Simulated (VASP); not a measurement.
# InP (F-43m) in VASP: further runs

The runs below take InP through single point, with PBE.

Everything below comes from runs of VASP 6.6.1. Logs are shortened: lines on timing, memory, paths and dates and some standing lists are left out, and cuts for length are marked.

## Step 1: The cell of the first run

It takes space group F-43m (No. 216, cubic). The conventional cell has a = 5.532 Å, b = 5.532 Å, c = 5.532 Å, α = 90.00°, β = 90.00°, γ = 90.00°. In (site symmetry -43m) has 4 P at 2.40 Å within 3.2 Å. P (site symmetry -43m) has 4 In at 2.40 Å within 3.2 Å.

## Step 2: Single point, PBE (21.17 Å³/atom)

The input, INCAR:

```
SYSTEM = InP
  PREC = Accurate
  ENCUT = 520
  EDIFF = 1E-6
  ISMEAR = 0
  SIGMA = 0.05
  LREAL = .FALSE.
  LASPH = .TRUE.
  NELM = 60
  ALGO = Normal
  ISIF = 2
  LWAVE = .FALSE.
  LCHARG = .TRUE.
  GGA = PE
  LELF = .TRUE.
  LVHAR = .TRUE.
  NBANDS = 16
```

The input, KPOINTS:

```
regular mesh
0
G
  14 14 14
  0 0 0
```

The input, POSCAR:

```
InP
1.0
    0.0000000000      2.7661812695      2.7661812695
    2.7661812695      0.0000000000      2.7661812695
    2.7661812695      2.7661812695      0.0000000000
In P
1 1
Direct
    0.0000000000      0.0000000000      0.0000000000
    0.2500000000      0.2500000000      0.2500000000
```

Potentials or basis: VASP PAW PBE potentials, release 64 (In_d, P).

The run is started by

```
$ cat potpaw_PBE.64/In_d/POTCAR potpaw_PBE.64/P/POTCAR > POTCAR
$ mpirun -np 1 vasp_std > vasp.out
```

OUTCAR:

```text
SYSTEM = InP
   PREC = Accurate
   ENCUT = 520
   EDIFF = 1E-6
   ISMEAR = 0
   LREAL = .FALSE.
   LASPH = .TRUE.
   NELM = 60
   ISIF = 2
   GGA = PE

 ion  position               nearest neighbor table
   1  0.000  0.000  0.000-   2 2.40   2 2.40   2 2.40   2 2.40
   2  0.250  0.250  0.250-   1 2.40   1 2.40   1 2.40   1 2.40

  LATTYP: Found a face centered cubic cell.
 ALAT       =     5.5323625390

  Lattice vectors:

 A1 = (   0.0000000000,   2.7661812695,   2.7661812695)
 A2 = (   2.7661812695,   0.0000000000,   2.7661812695)
 A3 = (   2.7661812695,   2.7661812695,   0.0000000000)

Analysis of symmetry for initial positions (statically):
=====================================================================
 Subroutine PRICEL returns:
 Original cell was already a primitive cell.

 Routine SETGRP: Setting up the symmetry group for a
 face centered cubic supercell.

 Subroutine GETGRP returns: Found 24 space group operations
 (whereof 24 operations were pure point group operations)
 out of a pool of 48 trial point group operations.

The static configuration has the point symmetry T_d .

Analysis of symmetry for dynamics (positions and initial velocities):
=====================================================================
 Subroutine PRICEL returns:
 Original cell was already a primitive cell.

 Routine SETGRP: Setting up the symmetry group for a
 face centered cubic supercell.

 Subroutine GETGRP returns: Found 24 space group operations
 (whereof 24 operations were pure point group operations)
 out of a pool of 48 trial point group operations.

The dynamic configuration has the point symmetry T_d .

 Subroutine INISYM returns: Found 24 space group operations
 (whereof 24 operations are pure point group operations),
 and found     1 'primitive' translations

----------------------------------------------------------------------------------------

                                     Primitive cell

  volume of cell :      42.3323

  direct lattice vectors                    reciprocal lattice vectors
     0.000000000  2.766181270  2.766181270    -0.180754604  0.180754604  0.180754604
     2.766181270  0.000000000  2.766181270     0.180754604 -0.180754604  0.180754604
     2.766181270  2.766181270  0.000000000     0.180754604  0.180754604 -0.180754604

  length of vectors
     3.911971067  3.911971067  3.911971067     0.313076158  0.313076158  0.313076158

[... 73 lines left out ...]
   ICHARG =      2    charge: 1-file 2-atom 10-const
   ISPIN  =      1    spin polarized calculation?
   LNONCOLLINEAR =      F non collinear calculations
   LSORBIT =      F    spin-orbit coupling
   LASPH  =      T    aspherical Exc in radial PAW
   ENCUT  =  520.0 eV  38.22 Ry    6.18 a.u.   7.27  7.27  7.27*2*pi/ulx,y,z
   NELM   =     60;   NELMIN=  2; NELMDL= -5     # of ELM steps
   EDIFF  = 0.1E-05   stopping-criterion for ELM
   LREAL  =      F    real-space projection
   EDIFFG = 0.1E-04   stopping-criterion for IOM
   NSW    =      0    number of steps for IOM
   IBRION =     -1    ionic relax: 0-MD 1-quasi-New 2-CG
   NFREE  =      0    steps in history (QN), initial steepest desc. (CG)
   ISIF   =      2    stress and relaxation
   ISYM   =      2    0-nonsym 1-usesym 2-fastsym
   POTIM  = 0.5000    time-step for ionic-motion
   TEBEG  =    0.0;   TEEND  =   0.0 temperature during run
   PSTRESS=    0.0 pullay stress
   NELECT =      18.0000    total number of electrons
   NUPDOWN=      -1.0000    fix difference up-down
   EMIN   =  10.00;   EMAX   =-10.00  energy-range for DOS
   EFERMI =   0.00;   METHOD = LEGACY
   ISMEAR =     0;   SIGMA  =   0.05  broadening in eV -4-tet -1-fermi 0-gaus
   EFERMI_NEDOS =   21; number of points for ismear=-14 and -15
   IALGO  =     38    algorithm
   IMIX   =      4    mixing-type and parameters
     AMIX     =   0.40;   BMIX     =  1.00
     AMIX_MAG =   1.60;   BMIX_MAG =  1.00
  volume/ion in A,a.u.               =      21.17       142.84
  Fermi-wavevector in a.u.,A,eV,Ry     =   1.231048  2.326344 20.619350  1.515479
  Thomas-Fermi vector in A             =   2.365873
   LORBIT       =      0    0 simple, 1 ext, 2 COOP (PROOUT), +10 PAW based schemes
   GGA     = PE    functional components
   LHFCALC =     F    Hartree Fock is set to
   AEXX    =    0.0000 exact exchange contribution
   IVDW    =     0    specifies the selected vdW correction
   LEPSILON=     F    determine dielectric tensor
   LRPA    =     F    only Hartree local field effects (RPA)
 non-spin polarized calculation
 Gauss-broadening in eV      SIGMA  =   0.05
  energy-cutoff  :      520.00
  volume of cell :       42.33
 maximum number of plane-waves:      1158
 NGX is ok and might be reduce to    30
   NGX = 15   NGY = 15   NGZ = 15

 number of electron      18.0000008 magnetization

 Free energy of the ion-electron system (eV)
  ---------------------------------------------------
  ext. energy  EPLUGINS =         0.00000000
  ---------------------------------------------------
  free energy    TOTEN  =        -7.81516751 eV

  energy without entropy =       -7.81516751  energy(sigma->0) =       -7.81516751

 E-fermi :   7.4979     XC(G=0): -10.0750

 val. band max:        7.2966077195   @ k =   0.0000   0.0000   0.0000
 cond. band min:       8.7089956865   @ k =   0.5000   0.5000   0.0000
 fundamental gap:      1.4123879670
 Fermi energy:         7.4979045382

 k-point     1 :       0.0000    0.0000    0.0000
  band No.  band energies     occupation
      1      -7.3862      2.00000
      2      -7.3862      2.00000
      3      -7.3862      2.00000
      4      -7.1248      2.00000
      5      -7.1248      2.00000
      6      -5.5671      2.00000
[... 433 lines left out ...]
      3      -7.3182      2.00000
      4      -7.1512      2.00000
      5      -7.1017      2.00000
      6      -4.5060      2.00000
[... 8 lines left out ...]
     15      17.1456      0.00000
     16      18.3945      0.00000

 [... further k-points ...]
[... 5 lines left out ...]
  --------------------------------------------------------------------------------------
  -------------------------------------------------------------------------------------
  Total        5.8084555      5.8084555      5.8084555      0.0000000      0.0000000      0.0000000
  in kB      219.8362691    219.8362691    219.8362691      0.0000000      0.0000000      0.0000000
  external PRESSURE =     219.8362691 kB  Pullay stress =       0.0000000 kB

 VOLUME and BASIS-vectors are now :
 -----------------------------------------------------------------------------
  energy-cutoff  :      520.00
  volume of cell :       42.33
      direct lattice vectors                 reciprocal lattice vectors
     0.000000000  2.766181270  2.766181270    -0.180754604  0.180754604  0.180754604
     2.766181270  0.000000000  2.766181270     0.180754604 -0.180754604  0.180754604
     2.766181270  2.766181270  0.000000000     0.180754604  0.180754604 -0.180754604

 POSITION                                       TOTAL-FORCE (eV/Angst)
 -----------------------------------------------------------------------------------
      0.00000      0.00000      0.00000        -0.000000     -0.000000     -0.000000
      1.38309      1.38309      1.38309         0.000000      0.000000      0.000000
 -----------------------------------------------------------------------------------
    total drift:                                0.000000      0.000000     -0.000000

  FREE ENERGIE OF THE ION-ELECTRON SYSTEM (eV)
  ---------------------------------------------------
  free  energy   TOTEN  =        -7.8151675118 eV

  energy  without entropy=       -7.8151675117  energy(sigma->0) =       -7.81516751
```

OSZICAR:

```text
N       E                     dE             d eps       ncg     rms          rms(c)
DAV:   1     0.113882491960E+03    0.11388E+03   -0.85142E+03  3352   0.132E+03
DAV:   2    -0.106315997353E+01   -0.11495E+03   -0.11011E+03  3712   0.311E+02
DAV:   3    -0.815115717623E+01   -0.70880E+01   -0.70583E+01  4384   0.749E+01
DAV:   4    -0.832825973597E+01   -0.17710E+00   -0.17705E+00  4168   0.123E+01
DAV:   5    -0.833672602136E+01   -0.84663E-02   -0.84661E-02  4936   0.236E+00    0.758E+00
DAV:   6    -0.786889009486E+01    0.46784E+00   -0.63917E-01  5264   0.156E+01    0.451E+00
DAV:   7    -0.781517618911E+01    0.53714E-01   -0.23032E-01  4888   0.469E+00    0.145E+00
DAV:   8    -0.781447841547E+01    0.69777E-03   -0.24570E-02  4152   0.198E+00    0.624E-01
DAV:   9    -0.781496225887E+01   -0.48384E-03   -0.16214E-03  4344   0.352E-01    0.281E-01
DAV:  10    -0.781510363783E+01   -0.14138E-03   -0.42618E-04  4680   0.419E-01    0.146E-01
DAV:  11    -0.781516870549E+01   -0.65068E-04   -0.17557E-04  4096   0.166E-01    0.581E-02
DAV:  12    -0.781516708325E+01    0.16222E-05   -0.14441E-05  3752   0.304E-02    0.162E-02
DAV:  13    -0.781516751175E+01   -0.42850E-06   -0.23821E-06  4296   0.917E-03
   1 F= -.78151675E+01 E0= -.78151675E+01  d E =-.281843E-11
```

Run time: 91 s. Hardware: 1 thread of Intel Xeon 8259CL, shared host; peak memory 0.22 GiB.

Results:

| Property | Result |
| --- | --- |
| Free energy | -7.8152 eV |
| Pressure | 22.0 GPa |
| Band gap on the k mesh | 1.41 eV (least direct gap 1.62 eV) |

Caveat: the cell stands under pressure; spin-orbit coupling is left out, which moves the levels of the heavy elements.

## Step 3: Single point, PBE (22.22 Å³/atom)

This run uses another cell than the first one, of 22.22 Å³/atom.

The input, INCAR:

```
SYSTEM = InP
ALGO = Normal ; EDIFF = 1E-6
ENCUT = 520 ; GGA = PE
ISIF = 2 ; ISMEAR = 0
LASPH = .True. ; LCHARG = .False.
LREAL = .False. ; LWAVE = .False.
NBANDS = 16 ; NELM = 60
PREC = Accurate ; SIGMA = 0.05
```

The input, KPOINTS:

```
k-points
0
Gamma
  14 14 14
  0 0 0
```

The input, POSCAR:

```
InP
1.0
    0.0000000000      2.8115365646      2.8115365646
    2.8115365646      0.0000000000      2.8115365646
    2.8115365646      2.8115365646      0.0000000000
In P
1 1
Direct
    0.0000000000      0.0000000000      0.0000000000
    0.2500000000      0.2500000000      0.2500000000
```

Potentials or basis: VASP PAW PBE potentials, release 64 (In_d, P).

The run is started by

```
$ cat potpaw_PBE.64/In_d/POTCAR potpaw_PBE.64/P/POTCAR > POTCAR
$ mpirun -np 1 vasp_std > vasp.out
```

It took 1.9 min on 1 thread of Intel Xeon 8259CL, shared host; peak memory 0.22 GiB.

It converged, with:

| Property | Result |
| --- | --- |
| Free energy | -8.0612 eV |
| Pressure | 15.4 GPa |
| Band gap on the k mesh | 1.38 eV |

Levels at points of the mesh, in eV from the valence-band top:
| k point | band 6 | band 7 | band 8 | band 9 | band 10 | band 11 | band 12 | band 13 |
| --- | --- | --- | --- | --- | --- | --- | --- | --- |
| (0.00, 0.00, 0.00) | -12.45 | 0.00 | 0.00 | 0.00 | 1.38 | 4.05 | 4.05 | 4.05 |
| (0.50, 0.00, 0.00) | -10.27 | -6.46 | -1.17 | -1.17 | 1.79 | 4.79 | 4.79 | 7.28 |
| (0.50, 0.50, 0.00) | -9.47 | -6.34 | -2.78 | -2.78 | 1.52 | 2.21 | 10.04 | 10.42 |

Caveat: the cell stands under pressure; spin-orbit coupling is left out, which moves the levels of the heavy elements.

## Step 4: Single point, PBE (23.28 Å³/atom)

This run uses another cell than the first one, of 23.28 Å³/atom.

The input, INCAR:

```
SYSTEM = InP
ALGO = Normal
EDIFF = 1E-7
ENCUT = 520
GGA = PE
ISIF = 2
ISMEAR = 0
LASPH = .True.
LCHARG = .False.
LREAL = .False.
LWAVE = .False.
NBANDS = 16
NELM = 100
PREC = Accurate
SIGMA = 0.05
```

KPOINTS is that of step 3.

The input, POSCAR:

```
InP
1.0
    0.0000000000      2.8554739203      2.8554739203
    2.8554739203      0.0000000000      2.8554739203
    2.8554739203      2.8554739203      0.0000000000
In P
1 1
Direct
    0.0000000000      0.0000000000      0.0000000000
    0.2500000000      0.2500000000      0.2500000000
```

Potentials or basis: VASP PAW PBE potentials, release 64 (In_d, P).

The run is started by

```
$ cat potpaw_PBE.64/In_d/POTCAR potpaw_PBE.64/P/POTCAR > POTCAR
$ mpirun -np 1 vasp_std > vasp.out
```

OUTCAR:

```text
SYSTEM = InP
   EDIFF = 1E-7
   ENCUT = 520
   GGA = PE
   ISIF = 2
   ISMEAR = 0
   LASPH = .True.
   LREAL = .False.
   NELM = 100
   PREC = Accurate

 ion  position               nearest neighbor table
   1  0.000  0.000  0.000-   2 2.47   2 2.47   2 2.47   2 2.47
   2  0.250  0.250  0.250-   1 2.47   1 2.47   1 2.47   1 2.47

  LATTYP: Found a face centered cubic cell.
 ALAT       =     5.7109478406

  Lattice vectors:

 A1 = (   0.0000000000,   2.8554739203,   2.8554739203)
 A2 = (   2.8554739203,   0.0000000000,   2.8554739203)
 A3 = (   2.8554739203,   2.8554739203,   0.0000000000)
[... 624 lines left out ...]
      4      -8.1097      2.00000
      5      -8.0752      2.00000
      6      -5.0857      2.00000
[... 8 lines left out ...]
     15      15.8281      0.00000
     16      16.8917      0.00000

 [... further k-points ...]
[... 5 lines left out ...]
  --------------------------------------------------------------------------------------
  -------------------------------------------------------------------------------------
  Total        2.9485100      2.9485100      2.9485100      0.0000000      0.0000000     -0.0000000
  in kB      101.4491939    101.4491939    101.4491939      0.0000000      0.0000000     -0.0000000
  external PRESSURE =     101.4491939 kB  Pullay stress =       0.0000000 kB

 VOLUME and BASIS-vectors are now :
 -----------------------------------------------------------------------------
  energy-cutoff  :      520.00
  volume of cell :       46.57
      direct lattice vectors                 reciprocal lattice vectors
     0.000000000  2.855473920  2.855473920    -0.175102282  0.175102282  0.175102282
     2.855473920  0.000000000  2.855473920     0.175102282 -0.175102282  0.175102282
     2.855473920  2.855473920  0.000000000     0.175102282  0.175102282 -0.175102282

 POSITION                                       TOTAL-FORCE (eV/Angst)
 -----------------------------------------------------------------------------------
      0.00000      0.00000      0.00000        -0.000000     -0.000000     -0.000000
      1.42774      1.42774      1.42774         0.000000      0.000000      0.000000
 -----------------------------------------------------------------------------------
    total drift:                               -0.000000     -0.000000     -0.000000

  FREE ENERGIE OF THE ION-ELECTRON SYSTEM (eV)
  ---------------------------------------------------
  free  energy   TOTEN  =        -8.2292756755 eV

  energy  without entropy=       -8.2292756755  energy(sigma->0) =       -8.22927568
```

stdout:

```text
POSCAR found type information on POSCAR InP
 POSCAR found :  2 types and       2 ions
 scaLAPACK will be used
 LDA part: xc-table for (Slater+PW92), standard interpolation
 POSCAR, INCAR and KPOINTS ok, starting setup
 FFT: planning ... GRIDC
 FFT: planning ... GRID_SOFT
 FFT: planning ... GRID
 WAVECAR not read
 entering main loop
```

Run time: 2 min. Hardware: 1 thread of Intel Xeon 8259CL, shared host; peak memory 0.22 GiB.

What came out:

| Item | Value |
| --- | --- |
| Free energy | -8.2293 eV |
| Pressure | 10.1 GPa |
| Band gap on the k mesh | 1.13 eV |

Levels at points of the mesh, in eV from the valence-band top:
```csv
k point,band 5,band 6,band 7,band 8,band 9,band 10,band 11,band 12,band 13,band 14
"(0.00, 0.00, 0.00)",-14.17,-12.08,0.00,0.00,0.00,1.13,4.08,4.08,4.08,8.95
"(0.50, 0.00, 0.00)",-14.16,-10.08,-6.17,-1.09,-1.09,1.69,4.81,4.81,7.23,9.86
"(0.50, 0.50, 0.00)",-14.13,-9.34,-6.11,-2.60,-2.60,1.62,2.24,9.72,10.11,10.11
```

Caveat: the cell stands under pressure; spin-orbit coupling is left out, which moves the levels of the heavy elements. A k mesh can miss the band edges.

## Step 5: Overview

| cell | gap on the mesh (eV) | pressure (GPa) |
| --- | --- | --- |
| a = 3.912 Å, angles 60.0°, 2 atoms | 1.41 | 22.0 |
| a = 3.976 Å, angles 60.0°, 2 atoms | 1.38 | 15.4 |
| a = 4.038 Å, angles 60.0°, 2 atoms | 1.13 | 10.1 |

Alike in all rows: task single point; level PBE; potentials or basis VASP PAW PBE potentials, release 64 (In_d, P); no spin polarisation; k mesh 14 × 14 × 14; cutoff (eV) 520; smearing gaussian 0.05 eV.

Caveats: the cell stands under pressure; spin-orbit coupling is left out, which moves the levels of the heavy elements.

Absolute energies hang on the potentials; compare differences alone.
